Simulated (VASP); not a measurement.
# Ta3N (P-3m1) in VASP: a series of runs

The runs below take Ta3N through single point, with PBEsol+U, r2SCAN.

Everything below comes from runs of VASP 6.6.1. Logs are shortened: lines on timing, memory, paths and dates and some standing lists are left out, and cuts for length are marked.

### 1 The cell of the first run

Symmetry: P-3m1, No. 164, trigonal system. The conventional cell has a = 3.000 Å, b = 3.000 Å, c = 7.492 Å, α = 90.00°, β = 90.00°, γ = 120.00°. Within 2.9 Å of Ta (site symmetry 3m) lie 3 N at 2.16 Å. Within 4.0 Å of Ta (site symmetry -3m) lie 12 Ta at 3.00 Å and 2 N at 3.75 Å. N (site symmetry -3m) has 6 Ta at 2.16 Å within 2.9 Å.

### 2 Single point, PBEsol+U

Contents of INCAR:

```
PREC = Accurate
ENCUT = 600
EDIFF = 1E-6
ISMEAR = -1
SIGMA = 0.05
LREAL = False
LASPH = True
NELM = 200
ALGO = Normal
ISIF = 2
LWAVE = False
LCHARG = False
LMAXMIX = 4
LDAU = True
LDAUTYPE = 2
LDAUL = 2 -1
LDAUU = 2 0
LDAUJ = 0 0
LDAUPRINT = 1
GGA = PS
NBANDS = 30
GGA_COMPAT = False
```

Contents of KPOINTS:

```
Automatic mesh
0
Gamma
  10 10 4
```

Contents of POSCAR:

```
Ta3N
1.0
    3.0002385998      0.0000000000      0.0000000000
   -1.5001192999      2.5982828448      0.0000000000
    0.0000000000      0.0000000000      7.4922365818
Ta N
3 1
Direct
    0.6666666667      0.3333333333      0.8269545370
    0.3333333333      0.6666666667      0.1730454630
    0.0000000000      0.0000000000      0.5000000000
    0.0000000000      0.0000000000      0.0000000000
```

Potentials or basis: VASP PAW PBE potentials, release 64 (Ta_sv_GW, N).

On the command line:

```
cat potpaw_PBE.64/Ta_sv_GW/POTCAR potpaw_PBE.64/N/POTCAR > POTCAR
mpirun -np 1 vasp_std > vasp.out
```

OUTCAR:

```text
PREC = Accurate
   ENCUT = 600
   EDIFF = 1E-6
   ISMEAR = -1
   LREAL = False
   LASPH = True
   NELM = 200
   ISIF = 2
   GGA = PS

 ion  position               nearest neighbor table
   1  0.667  0.333  0.827-   4 2.16   4 2.16   4 2.16   3 3.00   3 3.00   3 3.00   2 3.12   2 3.12
                             2 3.12
   2  0.333  0.667  0.173-   4 2.16   4 2.16   4 2.16   3 3.00   3 3.00   3 3.00   1 3.12   1 3.12
                             1 3.12
   3  0.000  0.000  0.500-   1 3.00   2 3.00   2 3.00   1 3.00   1 3.00   2 3.00
   4  0.000  0.000  0.000-   1 2.16   2 2.16   2 2.16   1 2.16   1 2.16   2 2.16

  LATTYP: Found a hexagonal cell.
 ALAT       =     3.0002385998
 C/A-ratio  =     2.4972135824

  Lattice vectors:

 A1 = (   3.0002385998,   0.0000000000,   0.0000000000)
 A2 = (  -1.5001192999,   2.5982828448,   0.0000000000)
 A3 = (   0.0000000000,   0.0000000000,   7.4922365818)

Analysis of symmetry for initial positions (statically):
=====================================================================
 Subroutine PRICEL returns:
 Original cell was already a primitive cell.

 Routine SETGRP: Setting up the symmetry group for a
 hexagonal supercell.

 Subroutine GETGRP returns: Found 12 space group operations
 (whereof 12 operations were pure point group operations)
 out of a pool of 24 trial point group operations.

The static configuration has the point symmetry D_3d.

Analysis of symmetry for dynamics (positions and initial velocities):
=====================================================================
 Subroutine PRICEL returns:
 Original cell was already a primitive cell.

 Routine SETGRP: Setting up the symmetry group for a
 hexagonal supercell.

 Subroutine GETGRP returns: Found 12 space group operations
 (whereof 12 operations were pure point group operations)
 out of a pool of 24 trial point group operations.

The dynamic configuration has the point symmetry D_3d.

 Subroutine INISYM returns: Found 12 space group operations
 (whereof 12 operations are pure point group operations),
 and found     1 'primitive' translations

----------------------------------------------------------------------------------------

                                     Primitive cell

  volume of cell :      58.4055

  direct lattice vectors                    reciprocal lattice vectors
     3.000238600  0.000000000  0.000000000     0.333306824  0.192434785  0.000000000
    -1.500119300  2.598282845  0.000000000     0.000000000  0.384869570  0.000000000
     0.000000000  0.000000000  7.492236582     0.000000000  0.000000000  0.133471493

  length of vectors
     3.000238600  3.000238600  7.492236582     0.384869570  0.384869570  0.133471493

  position of ions in fractional coordinates (direct lattice)
     0.666666667  0.333333333  0.826954537
     0.333333333  0.666666667  0.173045463
     0.000000000  0.000000000  0.500000000
     0.000000000  0.000000000  0.000000000

  ion indices of the primitive-cell ions
   primitive index   ion index
                 1           1
                 2           2
                 3           3
                 4           4

----------------------------------------------------------------------------------------

 KPOINTS: Automatic mesh

Automatic generation of k-mesh.
 Grid dimensions read from file:
 generate k-points for:   10   10    4

 Generating k-lattice:

  Cartesian coordinates                     Fractional coordinates (reciprocal lattice)
     0.033330682  0.019243478  0.000000000     0.100000000 -0.000000000  0.000000000
     0.000000000  0.038486957  0.000000000     0.000000000  0.100000000  0.000000000
     0.000000000  0.000000000  0.033367873     0.000000000  0.000000000  0.250000000

  Length of vectors
     0.038486957  0.038486957  0.033367873

  Shift w.r.t. Gamma in fractional coordinates (k-lattice)
     0.000000000  0.000000000  0.000000000

 Subroutine IBZKPT returns following result:
 ===========================================

 Found     50 irreducible k-points:

 Following reciprocal coordinates:
            Coordinates               Weight
  0.000000  0.000000  0.000000      1.000000
  0.100000 -0.000000  0.000000      6.000000
  0.200000 -0.000000  0.000000      6.000000
  0.300000 -0.000000  0.000000      6.000000
  0.400000  0.000000  0.000000      6.000000
  0.500000 -0.000000  0.000000      3.000000
[... 16 lines left out ...]
  0.000000  0.400000  0.250000      6.000000
  0.500000 -0.000000  0.250000      6.000000
 [... further k-points ...]
   k-points           NKPTS =     50   k-points in BZ     NKDIM =     50   number of bands    NBANDS=     30
   number of dos      NEDOS =    301   number of ions     NIONS =      4
   total plane-waves  NPLWV =  34560
   dimension x,y,z NGX =    24 NGY =   24 NGZ =   60
   dimension x,y,z NGXF=    48 NGYF=   48 NGZF=  120
   ions per type =               3   1
   NGX,Y,Z   is equivalent  to a cutoff of  13.30, 13.30, 13.31 a.u.
   NGXF,Y,Z  is equivalent  to a cutoff of  26.60, 26.60, 26.63 a.u.
 SYSTEM =  unknown system
   PREC   = accura    normal or accurate (medium, high low for compatibility)
   ISTART =      0    job   : 0-new  1-cont  2-samecut
   ICHARG =      2    charge: 1-file 2-atom 10-const
   ISPIN  =      1    spin polarized calculation?
   LNONCOLLINEAR =      F non collinear calculations
   LSORBIT =      F    spin-orbit coupling
   LASPH  =      T    aspherical Exc in radial PAW
   ENCUT  =  600.0 eV  44.10 Ry    6.64 a.u.   5.99  5.99 14.96*2*pi/ulx,y,z
   NELM   =    200;   NELMIN=  2; NELMDL= -5     # of ELM steps
   EDIFF  = 0.1E-05   stopping-criterion for ELM
   LREAL  =      F    real-space projection
   EDIFFG = 0.1E-04   stopping-criterion for IOM
   NSW    =      0    number of steps for IOM
   IBRION =     -1    ionic relax: 0-MD 1-quasi-New 2-CG
   NFREE  =      0    steps in history (QN), initial steepest desc. (CG)
   ISIF   =      2    stress and relaxation
   ISYM   =      2    0-nonsym 1-usesym 2-fastsym
   POTIM  = 0.5000    time-step for ionic-motion
   TEBEG  =    0.0;   TEEND  =   0.0 temperature during run
   PSTRESS=    0.0 pullay stress
   NELECT =      44.0000    total number of electrons
   NUPDOWN=      -1.0000    fix difference up-down
   EMIN   =  10.00;   EMAX   =-10.00  energy-range for DOS
   EFERMI =   0.00;   METHOD = LEGACY
   ISMEAR =    -1;   SIGMA  =   0.05  broadening in eV -4-tet -1-fermi 0-gaus
   EFERMI_NEDOS =   21; number of points for ismear=-14 and -15
   IALGO  =     38    algorithm
   IMIX   =      4    mixing-type and parameters
     AMIX     =   0.40;   BMIX     =  1.00
     AMIX_MAG =   1.60;   BMIX_MAG =  1.00
  volume/ion in A,a.u.               =      14.60        98.53
  Fermi-wavevector in a.u.,A,eV,Ry     =   1.489617  2.814967 30.190749  2.218957
  Thomas-Fermi vector in A             =   2.602502
   LORBIT       =      0    0 simple, 1 ext, 2 COOP (PROOUT), +10 PAW based schemes
 LDA+U is selected, type is set to LDAUTYPE =  2
   angular momentum for each species LDAUL =     2   -1
   U (eV)           for each species LDAUU =   2.0  0.0
   J (eV)           for each species LDAUJ =   0.0  0.0
   GGA     = PS    functional components
   LHFCALC =     F    Hartree Fock is set to
   AEXX    =    0.0000 exact exchange contribution
   IVDW    =     0    specifies the selected vdW correction
   LEPSILON=     F    determine dielectric tensor
   LRPA    =     F    only Hartree local field effects (RPA)
 non-spin polarized calculation
  energy-cutoff  :      600.00
  volume of cell :       58.41
 maximum number of plane-waves:      1978
   NGX = 11   NGY = 11   NGZ = 29

atom =   1  type =  1  l = 2

 onsite density matrix

spin component  1

  0.2359  0.0000 -0.0000  0.0114 -0.0000
  0.0000  0.2209 -0.0000  0.0000  0.0114
 -0.0000 -0.0000  0.2529  0.0000 -0.0000
  0.0114  0.0000  0.0000  0.2209 -0.0000
 -0.0000  0.0114 -0.0000 -0.0000  0.2359
[... 77 lines left out ...]
  o =  0.1561  v =  0.0000  0.8304 -0.0000 -0.0000 -0.5571  0.0000  0.0000  0.0000  0.0000  0.0000      0.0000  0.0000  0.0000  0.0000  0.0000  0.0000  0.0000  0.0000  0.0000  0.0000
  o =  0.1561  v =  0.0000  0.0000  0.0000  0.0000  0.0000  0.0000  0.8304 -0.0000 -0.0000 -0.5571      0.0000  0.0000  0.0000  0.0000  0.0000  0.0000  0.0000  0.0000  0.0000  0.0000
  o =  0.1561  v =  0.0000  0.0000  0.0000  0.0000  0.0000 -0.5571  0.0000 -0.0000  0.8304 -0.0000      0.0000  0.0000  0.0000  0.0000  0.0000  0.0000  0.0000  0.0000  0.0000  0.0000
  o =  0.1561  v = -0.5571  0.0000 -0.0000  0.8304 -0.0000  0.0000  0.0000  0.0000  0.0000  0.0000      0.0000  0.0000  0.0000  0.0000  0.0000  0.0000  0.0000  0.0000  0.0000  0.0000
  o =  0.2431  v =  0.0000 -0.5571 -0.0000  0.0000 -0.8304  0.0000  0.0000  0.0000  0.0000  0.0000      0.0000  0.0000  0.0000  0.0000  0.0000  0.0000  0.0000  0.0000  0.0000  0.0000
  o =  0.2431  v =  0.0000  0.0000  0.0000  0.0000  0.0000  0.0000 -0.5571 -0.0000  0.0000 -0.8304      0.0000  0.0000  0.0000  0.0000  0.0000  0.0000  0.0000  0.0000  0.0000  0.0000
  o =  0.2431  v =  0.8304  0.0000  0.0000  0.5571  0.0000  0.0000  0.0000  0.0000  0.0000  0.0000      0.0000  0.0000  0.0000  0.0000  0.0000  0.0000  0.0000  0.0000  0.0000  0.0000
  o =  0.2431  v =  0.0000  0.0000  0.0000  0.0000  0.0000  0.8304  0.0000  0.0000  0.5571  0.0000      0.0000  0.0000  0.0000  0.0000  0.0000  0.0000  0.0000  0.0000  0.0000  0.0000
  o =  0.2822  v =  0.0000  0.0000  0.0000  0.0000  0.0000 -0.0000 -0.0000  1.0000 -0.0000 -0.0000      0.0000  0.0000  0.0000  0.0000  0.0000  0.0000  0.0000  0.0000  0.0000  0.0000
  o =  0.2822  v = -0.0000 -0.0000  1.0000 -0.0000 -0.0000  0.0000  0.0000  0.0000  0.0000  0.0000      0.0000  0.0000  0.0000  0.0000  0.0000  0.0000  0.0000  0.0000  0.0000  0.0000

 number of electron      43.9999998 magnetization

 Free energy of the ion-electron system (eV)
  ---------------------------------------------------
  ext. energy  EPLUGINS =         0.00000000
  ---------------------------------------------------
  free energy    TOTEN  =       -50.67866076 eV

  energy without entropy =      -50.65453903  energy(sigma->0) =      -50.66659990

 E-fermi :  11.6282     XC(G=0): -13.3524

 val. band max:       11.6014093858   @ k =   0.0000   0.1000   0.2500
 cond. band min:      11.6474445365   @ k =   0.2000  -0.0000   0.2500
 fundamental gap:      0.0460351507
 Fermi energy:        11.6282316516

 k-point     1 :       0.0000    0.0000    0.0000
  band No.  band energies     occupation
      1     -57.0727      2.00000
      2     -57.0423      2.00000
      3     -56.5350      2.00000
      4     -23.8878      2.00000
      5     -23.5708      2.00000
      6     -23.1938      2.00000
[... 781 lines left out ...]
     29      16.8154      0.00000
     30      17.5420      0.00000

 [... further k-points ...]
[... 5 lines left out ...]
  --------------------------------------------------------------------------------------
  -------------------------------------------------------------------------------------
  Total        1.8030547      1.8030547      1.5710924      0.0000000      0.0000000      0.0000000
  in kB       49.4613299     49.4613299     43.0981488      0.0000000      0.0000000      0.0000000
  external PRESSURE =      47.3402696 kB  Pullay stress =       0.0000000 kB

 VOLUME and BASIS-vectors are now :
 -----------------------------------------------------------------------------
  energy-cutoff  :      600.00
  volume of cell :       58.41
      direct lattice vectors                 reciprocal lattice vectors
     3.000238600  0.000000000  0.000000000     0.333306824  0.192434785  0.000000000
    -1.500119300  2.598282845  0.000000000     0.000000000  0.384869570  0.000000000
     0.000000000  0.000000000  7.492236582     0.000000000  0.000000000  0.133471493

 POSITION                                       TOTAL-FORCE (eV/Angst)
 -----------------------------------------------------------------------------------
      1.50012      0.86609      6.19574         0.000000     -0.000000     -0.185381
     -0.00000      1.73219      1.29650        -0.000000      0.000000      0.185381
      0.00000      0.00000      3.74612         0.000000      0.000000      0.000000
      0.00000      0.00000      0.00000        -0.000000      0.000000      0.000000
 -----------------------------------------------------------------------------------
    total drift:                                0.000000     -0.000000      0.000000

  FREE ENERGIE OF THE ION-ELECTRON SYSTEM (eV)
  ---------------------------------------------------
  free  energy   TOTEN  =       -50.6786607615 eV

  energy  without entropy=      -50.6545390349  energy(sigma->0) =      -50.66659990
```

It took 58 s on 1 thread of Intel Xeon 6975P-C (Granite Rapids), shared host; peak memory 0.23 GiB.

What came out:

| Item | Value |
| --- | --- |
| Free energy | -50.6787 eV |
| Pressure | 4.7 GPa |
| Largest force | 0.185 eV/Å |
| Band gap on the k mesh | zero (band 22 reaches 11.94 eV, above the bottom of band 23 at 11.32 eV) |

Forces on the atoms (eV/Å):
```
Ta   0.000  0.000 -0.185
Ta   0.000  0.000  0.185
Ta   0.000  0.000  0.000
N    0.000  0.000  0.000
```

Stress tensor (GPa, compression positive):
```
4.95 0.00 0.00
0.00 4.95 0.00
0.00 0.00 4.31
```

Levels at points of the mesh, in eV from the Fermi level:
| k point | band 19 | band 20 | band 21 | band 22 | band 23 | band 24 | band 25 | band 26 |
| --- | --- | --- | --- | --- | --- | --- | --- | --- |
| (0.00, 0.00, 0.00) | -1.62 | -0.43 | -0.43 | -0.40 | 0.38 | 0.38 | 0.92 | 1.98 |
| (0.50, 0.00, 0.00) | -3.21 | -1.29 | -0.58 | 0.14 | 0.82 | 0.86 | 3.68 | 4.17 |
| (0.00, 0.00, 0.50) | -1.40 | -1.24 | -0.23 | -0.23 | 0.64 | 0.64 | 1.20 | 1.44 |
| (0.50, 0.00, 0.50) | -3.00 | -1.44 | -1.31 | 0.07 | 0.93 | 1.41 | 2.61 | 4.59 |

Eigenvalues of the final occupation matrices:
| site | spin | trace | eigenvalues |
| --- | --- | --- | --- |
| site 1 d | 1 | 1.17 | 0.21 0.21 0.24 0.24 0.25 |
| site 1 d | 2 | 1.17 | 0.21 0.21 0.24 0.24 0.25 |
| site 2 d | 1 | 1.17 | 0.21 0.21 0.24 0.24 0.25 |
| site 2 d | 2 | 1.17 | 0.21 0.21 0.24 0.24 0.25 |
| site 3 d | 1 | 1.08 | 0.16 0.16 0.24 0.24 0.28 |
| site 3 d | 2 | 1.08 | 0.16 0.16 0.24 0.24 0.28 |

Caveat: the PAW data sets were made with another functional, which shifts forces and pressure a little; spin-orbit coupling is left out, which moves the levels of the heavy elements; U without spin polarisation on a metal has little footing.

### 3 Single point, PBEsol+U

This run uses another cell than the first one, of 14.78 Å³/atom, 1.012 times its volume.

Contents of INCAR:

```
SYSTEM = Ta3N
  ALGO = Normal
  EDIFF = 1E-6
  ENCUT = 600
  GGA = PS
  GGA_COMPAT = .False.
  ISIF = 2
  ISMEAR = -1
  LASPH = .True.
  LCHARG = .False.
  LDAU = .True.
  LDAUJ = 0 0
  LDAUL = 2 -1
  LDAUPRINT = 1
  LDAUTYPE = 2
  LDAUU = 5 0
  LMAXMIX = 4
  LREAL = .False.
  LWAVE = .False.
  NBANDS = 30
  NELM = 200
  PREC = Accurate
  SIGMA = 0.05
```

Contents of KPOINTS:

```
k-points
0
Gamma
  10 10 4
  0 0 0
```

Contents of POSCAR:

```
Ta3N
1.0
    2.9952813603      0.0000000000      0.0000000000
   -1.4976406802      2.5939897495      0.0000000000
    0.0000000000      0.0000000000      7.6081672752
Ta N
3 1
Direct
    0.6666666667      0.3333333333      0.8259979844
    0.3333333333      0.6666666667      0.1740020156
    0.0000000000      0.0000000000      0.5000000000
    0.0000000000      0.0000000000      0.0000000000
```

Potentials or basis: VASP PAW PBE potentials, release 64 (Ta_sv_GW, N).

On the command line:

```
cat potpaw_PBE.64/Ta_sv_GW/POTCAR potpaw_PBE.64/N/POTCAR > POTCAR
mpirun -np 1 vasp_std > vasp.out
```

OUTCAR:

```text
SYSTEM = Ta3N
   EDIFF = 1E-6
   ENCUT = 600
   GGA = PS
   ISIF = 2
   ISMEAR = -1
   LASPH = .True.
   LREAL = .False.
   NELM = 200
   PREC = Accurate

 ion  position               nearest neighbor table
   1  0.667  0.333  0.826-   4 2.18   4 2.18   4 2.18   3 3.02   3 3.02   3 3.02   2 3.16   2 3.16
                             2 3.16
   2  0.333  0.667  0.174-   4 2.18   4 2.18   4 2.18   3 3.02   3 3.02   3 3.02   1 3.16   1 3.16
                             1 3.16
   3  0.000  0.000  0.500-   1 3.02   2 3.02   1 3.02   2 3.02   1 3.02   2 3.02
   4  0.000  0.000  0.000-   1 2.18   2 2.18   1 2.18   2 2.18   1 2.18   2 2.18

  LATTYP: Found a hexagonal cell.
 ALAT       =     2.9952813603
[... 1094 lines left out ...]
  -------------------------------------------------------------------------------------
  Total        4.5024700      4.5024700      3.8199857     -0.0000000     -0.0000000      0.0000000
  in kB      122.0324907    122.0324907    103.5348080     -0.0000000     -0.0000000      0.0000000
  external PRESSURE =     115.8665964 kB  Pullay stress =       0.0000000 kB

 VOLUME and BASIS-vectors are now :
 -----------------------------------------------------------------------------
  energy-cutoff  :      600.00
  volume of cell :       59.11
      direct lattice vectors                 reciprocal lattice vectors
     2.995281360  0.000000000  0.000000000     0.333858453  0.192753267  0.000000000
    -1.497640680  2.593989749  0.000000000     0.000000000  0.385506535  0.000000000
     0.000000000  0.000000000  7.608167275     0.000000000  0.000000000  0.131437699

 POSITION                                       TOTAL-FORCE (eV/Angst)
 -----------------------------------------------------------------------------------
      1.49764      0.86466      6.28433        -0.000000      0.000000     -0.477780
     -0.00000      1.72933      1.32384         0.000000      0.000000      0.477780
      0.00000      0.00000      3.80408         0.000000      0.000000      0.000000
      0.00000      0.00000      0.00000         0.000000      0.000000      0.000000
 -----------------------------------------------------------------------------------
    total drift:                               -0.000000      0.000000      0.000000

  FREE ENERGIE OF THE ION-ELECTRON SYSTEM (eV)
  ---------------------------------------------------
  free  energy   TOTEN  =       -43.0527022324 eV

  energy  without entropy=      -43.0265120250  energy(sigma->0) =      -43.03960713
```

stdout:

```text
POSCAR found type information on POSCAR TaN
 POSCAR found :  2 types and       4 ions
 scaLAPACK will be used
 -----------------------------------------------------------------------------
|                                                                             |
|                                                                             |
|     You enforced a specific xc type in the INCAR file but a different       |
|     I HOPE YOU KNOW WHAT YOU ARE DOING!                                     |
|                                                                             |
 -----------------------------------------------------------------------------

 LDA part: xc-table for (Slater+PW92), standard interpolation
 POSCAR, INCAR and KPOINTS ok, starting setup
 FFT: planning ... GRIDC
 FFT: planning ... GRID_SOFT
 FFT: planning ... GRID
 WAVECAR not read
 entering main loop
```

It took 52 s on 1 thread of Intel Xeon 6975P-C (Granite Rapids), shared host; peak memory 0.25 GiB.

Results:

- Free energy: -43.0527 eV
- Pressure: 11.6 GPa
- Largest force: 0.478 eV/Å
- Band gap on the k mesh: zero (band 22 reaches 12.14 eV, above the bottom of band 23 at 11.62 eV)

Forces on the atoms (eV/Å):
```
Ta   0.000  0.000 -0.478
Ta   0.000  0.000  0.478
Ta   0.000  0.000  0.000
N    0.000  0.000  0.000
```

Eigenvalues of the final occupation matrices:
```
    site  spin  trace               eigenvalues
site 1 d     1   1.09  0.20 0.20 0.22 0.22 0.25
site 1 d     2   1.09  0.20 0.20 0.22 0.22 0.25
site 2 d     1   1.09  0.20 0.20 0.22 0.22 0.25
site 2 d     2   1.09  0.20 0.20 0.22 0.22 0.25
site 3 d     1   1.01  0.13 0.13 0.23 0.23 0.28
site 3 d     2   1.01  0.13 0.13 0.23 0.23 0.28
```

Caveat: the PAW data sets were made with another functional, which shifts forces and pressure a little; spin-orbit coupling is left out, which moves the levels of the heavy elements; U without spin polarisation on a metal has little footing.

[end of part 1 of 2]
